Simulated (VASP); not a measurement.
A run of VASP 6.6.1:

Contents of INCAR:

```
SYSTEM = Na
PREC = Accurate ; ENCUT = 520
EDIFF = 1E-7 ; ISMEAR = 1
SIGMA = 0.02 ; LREAL = .FALSE.
LASPH = .TRUE. ; NELM = 60
ALGO = Normal ; ISIF = 2
LWAVE = .FALSE. ; LCHARG = .FALSE.
GGA = PS ; NBANDS = 10
```

The input KPOINTS:

```
regular mesh
0
G
  6 6 6
  0 0 0
```

Contents of POSCAR:

```
Na
1.0
   -2.0908447558      2.0908447558      2.0908447558
    2.0908447558     -2.0908447558      2.0908447558
    2.0908447558      2.0908447558     -2.0908447558
Na
1
Direct
    0.0000000000      0.0000000000      0.0000000000
```

Potentials or basis: VASP PAW PBE potentials, release 64 (Na_pv).

The run is started by

```console
$ cat potpaw_PBE.64/Na_pv/POTCAR > POTCAR
$ mpirun -np 1 vasp_std > vasp.out
```

Hardware: 1 thread of Intel(R) Xeon(R) 6975P-C (Granite Rapids), on a shared host.

How long does it take, and how much memory?

It took 2.4 s on 1 thread of Intel(R) Xeon(R) 6975P-C (Granite Rapids), on a shared host, peak memory 0.14 GiB. Counts: scf iterations 10, k points 16.
